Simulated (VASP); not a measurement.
SrO, 2 atoms in the cell. The structure is cubic, space group Fm-3m (No. 225). The conventional cell has a = 5.175 Å, b = 5.175 Å, c = 5.175 Å, α = 90.00°, β = 90.00°, γ = 90.00°. Sr (site symmetry m-3m) has 6 O at 2.59 Å within 3.4 Å. Within 3.4 Å of O (site symmetry m-3m) lie 6 Sr at 2.59 Å. 

| Item | Value |
| --- | --- |
| Program | VASP 6.6.1 |
| Task | single point |
| Functional | PBE |
| Potentials or basis | VASP PAW PBE potentials, release 64 (Sr_sv, O) |
| Cutoff | 600 eV |
| k mesh | 6 × 6 × 6 |
| Occupations | gaussian, width 0.01 eV |
| Spin | no spin polarisation |
| Dipole correction | no |
| Further INCAR settings | ALGO = Normal; EDIFF = 1e-06; NBANDS = 15 |

Potentials or basis: VASP PAW PBE potentials, release 64 (Sr_sv, O).

The run is started by

```sh
$ cat potpaw_PBE.64/Sr_sv/POTCAR potpaw_PBE.64/O/POTCAR > POTCAR
$ mpirun -np 1 vasp_std > vasp.out
```

Hardware: 1 thread of Intel Xeon 8259CL (shared host).

**Question.** Estimate the wall time of this run.

**Answer.** Run time: 42 s on 1 thread of Intel Xeon 8259CL, with other jobs on the host, peak memory 0.17 GiB. Counts: scf iterations 13, k points 16.
